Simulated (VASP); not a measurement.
# NaH12ClO6 in VASP: further runs

The runs below take NaH12ClO6 through single point, with PBEsol.

All numbers are computed with VASP 6.6.1; they aren't measurements. Logs are shortened: lines on timing, memory, paths and dates and some standing lists are left out, and cuts for length are marked.

## Step 1: The cell of the first run

The cell holds an amorphous packing of atoms, 20 atoms: a = 6.628 Å, b = 6.628 Å, c = 6.628 Å, α = 90.00°, β = 90.00°, γ = 90.00°.

## Step 2: Single point, PBEsol

File INCAR:

```
SYSTEM = NaH12ClO6
  ALGO = Normal
  EDIFF = 1E-6
  ENCUT = 520
  GGA = PS
  ISIF = 2
  ISMEAR = -1
  LASPH = .TRUE.
  LCHARG = .FALSE.
  LREAL = Auto
  LWAVE = .FALSE.
  NBANDS = 47
  NELM = 60
  PREC = Accurate
  SIGMA = 0.05
```

File KPOINTS:

```
k-points
0
G
  1 1 1
  0 0 0
```

File POSCAR:

```
NaH12ClO6
1.0
    6.6282230000      0.0000000000      0.0000000000
    0.0000000000      6.6282230000      0.0000000000
    0.0000000000      0.0000000000      6.6282230000
O H Na Cl
6 12 1 1
Direct
    0.1291260707      0.6703512215      0.6605327600
    0.5460768193      0.8809783935      0.9134610820
    0.3504626954      0.7162555749      0.2644904852
    0.7508039752      0.5389847956      1.1368643880
    0.7944113709      0.2155595732      0.3706610460
    0.3293379593      0.3250929199      0.6753188751
    0.1010339851      0.7589728575      0.7777054918
    0.2123854243      0.7475663164      0.5659896183
    0.4912715463      1.0061262317      0.8594201090
    0.6908497444      0.9105079550      0.9357371847
    0.2167675587      0.7566343068      0.2108643924
    0.4402883727      0.7771230502      0.1608848842
    0.8366270419      0.6633045973      1.1221508268
    0.6959478247      0.5192530163      1.0019272443
    0.8316729764      0.3221484118      0.2721108440
    0.8364349115      0.0909826326      0.3011156669
    0.2547976828      0.4565322720      0.6957834180
    0.2205056984      0.2257902110      0.6777473413
    0.5042578819      0.4202114440      0.3882093719
    0.9918181601     -0.0831281813      0.0545481701
```

Potentials or basis: VASP PAW PBE potentials, release 64 (O, H, Na_pv, Cl).

Started as:

```
cat potpaw_PBE.64/O/POTCAR potpaw_PBE.64/H/POTCAR potpaw_PBE.64/Na_pv/POTCAR potpaw_PBE.64/Cl/POTCAR > POTCAR
mpirun -np 1 vasp_gam > vasp.out
```

OUTCAR:

```text
SYSTEM = NaH12ClO6
   EDIFF = 1E-6
   ENCUT = 520
   GGA = PS
   ISIF = 2
   ISMEAR = -1
   LASPH = .TRUE.
   LREAL = Auto
   NELM = 60
   PREC = Accurate

 ion  position               nearest neighbor table
   1  0.129  0.670  0.661-   8 0.98   7 0.99
   2  0.546  0.881  0.913-   9 0.97  10 0.99
   3  0.350  0.716  0.264-  11 0.99  12 0.99  19 2.36
   4  0.751  0.539  0.137-  14 0.97  13 1.01
   5  0.794  0.216  0.371-  16 0.99  15 0.99  19 2.36
   6  0.329  0.325  0.675-  18 0.98  17 1.01  19 2.32
   7  0.101  0.759  0.778-   1 0.99
   8  0.212  0.748  0.566-   1 0.98
   9  0.491  0.006  0.859-   2 0.97
  10  0.691  0.911  0.936-   2 0.99
  11  0.217  0.757  0.211-   3 0.99
  12  0.440  0.777  0.161-   3 0.99
  13  0.837  0.663  0.122-   4 1.01
  14  0.696  0.519  0.002-   4 0.97
  15  0.832  0.322  0.272-   5 0.99
  16  0.836  0.091  0.301-   5 0.99
  17  0.255  0.457  0.696-   6 1.01
  18  0.221  0.226  0.678-   6 0.98
  19  0.504  0.420  0.388-   6 2.32   5 2.36   3 2.36
  20  0.992  0.917  0.055-

  LATTYP: Found a simple cubic cell.
 ALAT       =     6.6282230000

  Lattice vectors:

 A1 = (   6.6282230000,   0.0000000000,   0.0000000000)
 A2 = (   0.0000000000,   6.6282230000,   0.0000000000)
 A3 = (   0.0000000000,   0.0000000000,   6.6282230000)

Analysis of symmetry for initial positions (statically):
=====================================================================
 Subroutine PRICEL returns:
 Original cell was already a primitive cell.

 Routine SETGRP: Setting up the symmetry group for a
 simple cubic supercell.

 Subroutine GETGRP returns: Found  1 space group operations
 (whereof  1 operations were pure point group operations)
 out of a pool of 48 trial point group operations.

The static configuration has the point symmetry C_1 .

Analysis of symmetry for dynamics (positions and initial velocities):
=====================================================================
 Subroutine PRICEL returns:
 Original cell was already a primitive cell.

 Routine SETGRP: Setting up the symmetry group for a
 simple cubic supercell.

 Subroutine GETGRP returns: Found  1 space group operations
 (whereof  1 operations were pure point group operations)
 out of a pool of 48 trial point group operations.

The dynamic configuration has the point symmetry C_1 .

 Subroutine INISYM returns: Found  1 space group operations
 (whereof  1 operations are pure point group operations),
 and found     1 'primitive' translations

----------------------------------------------------------------------------------------

                                     Primitive cell

  volume of cell :     291.2000

  direct lattice vectors                    reciprocal lattice vectors
     6.628223000  0.000000000  0.000000000     0.150869999  0.000000000  0.000000000
     0.000000000  6.628223000  0.000000000     0.000000000  0.150869999  0.000000000
     0.000000000  0.000000000  6.628223000     0.000000000  0.000000000  0.150869999

  length of vectors
     6.628223000  6.628223000  6.628223000     0.150869999  0.150869999  0.150869999

  position of ions in fractional coordinates (direct lattice)
     0.129126071  0.670351221  0.660532760
     0.546076819  0.880978394  0.913461082
     0.350462695  0.716255575  0.264490485
     0.750803975  0.538984796  0.136864388
     0.794411371  0.215559573  0.370661046
     0.329337959  0.325092920  0.675318875
[... 12 lines left out ...]
     0.504257882  0.420211444  0.388209372
     0.991818160  0.916871819  0.054548170

  ion indices of the primitive-cell ions
   primitive index   ion index
                 1           1
                 2           2
                 3           3
                 4           4
                 5           5
                 6           6
[... 12 lines left out ...]
                19          19
                20          20

----------------------------------------------------------------------------------------

 KPOINTS: k-points

Automatic generation of k-mesh.
 Grid dimensions read from file:
 generate k-points for:    1    1    1

 Generating k-lattice:

  Cartesian coordinates                     Fractional coordinates (reciprocal lattice)
     0.150869999  0.000000000  0.000000000     1.000000000  0.000000000  0.000000000
     0.000000000  0.150869999  0.000000000     0.000000000  1.000000000  0.000000000
     0.000000000  0.000000000  0.150869999     0.000000000  0.000000000  1.000000000

  Length of vectors
     0.150869999  0.150869999  0.150869999

  Shift w.r.t. Gamma in fractional coordinates (k-lattice)
     0.000000000  0.000000000  0.000000000

 Subroutine IBZKPT returns following result:
 ===========================================

 Found      1 irreducible k-points:

 Following reciprocal coordinates:
            Coordinates               Weight
  0.000000  0.000000  0.000000      1.000000
   k-points           NKPTS =      1   k-points in BZ     NKDIM =      1   number of bands    NBANDS=     47
   number of dos      NEDOS =    301   number of ions     NIONS =     20
   total plane-waves  NPLWV = 125000
   dimension x,y,z NGX =    50 NGY =   50 NGZ =   50
   dimension x,y,z NGXF=   100 NGYF=  100 NGZF=  100
   ions per type =               6  12   1   1
   NGX,Y,Z   is equivalent  to a cutoff of  12.54, 12.54, 12.54 a.u.
   NGXF,Y,Z  is equivalent  to a cutoff of  25.08, 25.08, 25.08 a.u.
 SYSTEM =  NaH12ClO6
   PREC   = accura    normal or accurate (medium, high low for compatibility)
   ISTART =      0    job   : 0-new  1-cont  2-samecut
   ICHARG =      2    charge: 1-file 2-atom 10-const
   ISPIN  =      1    spin polarized calculation?
   LNONCOLLINEAR =      F non collinear calculations
   LSORBIT =      F    spin-orbit coupling
   LASPH  =      T    aspherical Exc in radial PAW
   ENCUT  =  520.0 eV  38.22 Ry    6.18 a.u.  12.32 12.32 12.32*2*pi/ulx,y,z
   NELM   =     60;   NELMIN=  2; NELMDL= -5     # of ELM steps
   EDIFF  = 0.1E-05   stopping-criterion for ELM
   LREAL  =      T    real-space projection
   EDIFFG = 0.1E-04   stopping-criterion for IOM
   NSW    =      0    number of steps for IOM
   IBRION =     -1    ionic relax: 0-MD 1-quasi-New 2-CG
   NFREE  =      0    steps in history (QN), initial steepest desc. (CG)
   ISIF   =      2    stress and relaxation
   ISYM   =      2    0-nonsym 1-usesym 2-fastsym
   POTIM  = 0.5000    time-step for ionic-motion
   TEBEG  =    0.0;   TEEND  =   0.0 temperature during run
   PSTRESS=    0.0 pullay stress
   NELECT =      62.0000    total number of electrons
   NUPDOWN=      -1.0000    fix difference up-down
   EMIN   =  10.00;   EMAX   =-10.00  energy-range for DOS
   EFERMI =   0.00;   METHOD = LEGACY
   ISMEAR =    -1;   SIGMA  =   0.05  broadening in eV -4-tet -1-fermi 0-gaus
   EFERMI_NEDOS =   21; number of points for ismear=-14 and -15
   IALGO  =     38    algorithm
   IMIX   =      4    mixing-type and parameters
     AMIX     =   0.40;   BMIX     =  1.00
     AMIX_MAG =   1.60;   BMIX_MAG =  1.00
  volume/ion in A,a.u.               =      14.56        98.26
  Fermi-wavevector in a.u.,A,eV,Ry     =   0.977556  1.847313 13.001940  0.955616
  Thomas-Fermi vector in A             =   2.108263
   LORBIT       =      0    0 simple, 1 ext, 2 COOP (PROOUT), +10 PAW based schemes
   GGA     = PS    functional components
   LHFCALC =     F    Hartree Fock is set to
   AEXX    =    0.0000 exact exchange contribution
   IVDW    =     0    specifies the selected vdW correction
   LEPSILON=     F    determine dielectric tensor
   LRPA    =     F    only Hartree local field effects (RPA)
 non-spin polarized calculation
  energy-cutoff  :      520.00
  volume of cell :      291.20
 maximum number of plane-waves:      3905
 NGX is ok and might be reduce to    50
   NGX = 25   NGY = 25   NGZ = 25

 number of electron      61.9999996 magnetization

 Free energy of the ion-electron system (eV)
  ---------------------------------------------------
  ext. energy  EPLUGINS =         0.00000000
  ---------------------------------------------------
  free energy    TOTEN  =       -95.14091007 eV

  energy without entropy =      -95.14091007  energy(sigma->0) =      -95.14091007

 E-fermi :  -2.6523     XC(G=0):  -6.0025

 val. band max:       -3.9429257125   @ k =   0.0000   0.0000   0.0000
 cond. band min:       0.6616565132   @ k =   0.0000   0.0000   0.0000
 fundamental gap:      4.6045822257
 Fermi energy:        -2.6522942238

 k-point     1 :       0.0000    0.0000    0.0000
  band No.  band energies     occupation
      1     -24.6536      2.00000
      2     -24.5949      2.00000
      3     -24.5449      2.00000
      4     -22.6446      2.00000
      5     -22.5276      2.00000
      6     -22.2643      2.00000
[... 35 lines left out ...]
     42       6.0952      0.00000
     43       6.1307      0.00000
 [bands above 43 left out]

------------------------ aborting loop because EDIFF is reached ----------------------------------------

  FORCE on cell =-STRESS in cart. coord.  units (eV):
  Direction    XX          YY          ZZ          XY          YZ          ZX
  --------------------------------------------------------------------------------------
  -------------------------------------------------------------------------------------
  Total        0.1319361     -0.7493168     -1.5374629      0.0629954      0.5233853      0.4197800
  in kB        0.7259101     -4.1227286     -8.4590950      0.3465999      2.8796570      2.3096223
  external PRESSURE =      -3.9519712 kB  Pullay stress =       0.0000000 kB

 VOLUME and BASIS-vectors are now :
 -----------------------------------------------------------------------------
  energy-cutoff  :      520.00
  volume of cell :      291.20
      direct lattice vectors                 reciprocal lattice vectors
     6.628223000  0.000000000  0.000000000     0.150869999  0.000000000  0.000000000
     0.000000000  6.628223000  0.000000000     0.000000000  0.150869999  0.000000000
     0.000000000  0.000000000  6.628223000     0.000000000  0.000000000  0.150869999

 POSITION                                       TOTAL-FORCE (eV/Angst)
 -----------------------------------------------------------------------------------
      0.85588      4.44324      4.37816         0.048581      0.013550      0.120059
      3.61952      5.83932      6.05462         0.089785     -0.047570      0.042586
      2.32294      4.74750      1.75310         0.041321     -0.043568      0.037006
      4.97650      3.57251      0.90717         0.089406      0.089923     -0.018456
      5.26554      1.42878      2.45682        -0.025892      0.023679     -0.099917
      2.18293      2.15479      4.47616        -0.101377     -0.037395      0.061727
[... 12 lines left out ...]
      3.34233      2.78526      2.57314         0.052308      0.008442     -0.034342
      6.57399      6.07723      0.36156        -0.017800     -0.050708     -0.031582
 -----------------------------------------------------------------------------------
    total drift:                                0.001032      0.001662     -0.001371

  FREE ENERGIE OF THE ION-ELECTRON SYSTEM (eV)
  ---------------------------------------------------
  free  energy   TOTEN  =       -95.1409100658 eV

  energy  without entropy=      -95.1409100657  energy(sigma->0) =      -95.14091007
```

It took 37 s on 1 thread of Intel Xeon Platinum 8259CL at 2.50GHz (Skylake/Cascade Lake), shared host; peak memory 0.33 GiB.

Results:

```yaml
Free_energy: -95.1409 eV
Pressure: -0.4 GPa
Largest_force: 0.141 eV/Å
Band_gap_on_the_k_mesh: 4.60 eV
```

Forces on the atoms (eV/Å):
```
O    0.049  0.014  0.120
O    0.090 -0.048  0.043
O    0.041 -0.044  0.037
O    0.089  0.090 -0.018
O   -0.026  0.024 -0.100
O   -0.101 -0.037  0.062
H   -0.026 -0.048  0.025
H    0.022  0.010 -0.124
H   -0.094  0.098 -0.037
H    0.015 -0.021  0.019
H   -0.105  0.021  0.037
H    0.059 -0.004  0.003
H   -0.015 -0.071  0.058
H   -0.056 -0.032 -0.071
H   -0.010 -0.018  0.038
H    0.016  0.017  0.048
H   -0.051  0.060 -0.020
H    0.069  0.031 -0.053
Na   0.052  0.008 -0.034
Cl  -0.018 -0.051 -0.032
```

Stress tensor (GPa, compression positive):
```
 0.07  0.03  0.23
 0.03 -0.41  0.29
 0.23  0.29 -0.85
```

Levels at points of the mesh, in eV from the valence-band top:
```csv
k point,band 29,band 30,band 31,band 32,band 33,band 34
"(0.00, 0.00, 0.00)",-0.25,-0.14,0.00,4.60,7.43,7.81
```

Caveat: the k points lie up to 0.95 Å⁻¹ apart; the PAW data sets were made with another functional, which shifts forces and pressure a little.

[end of part 1 of 2]
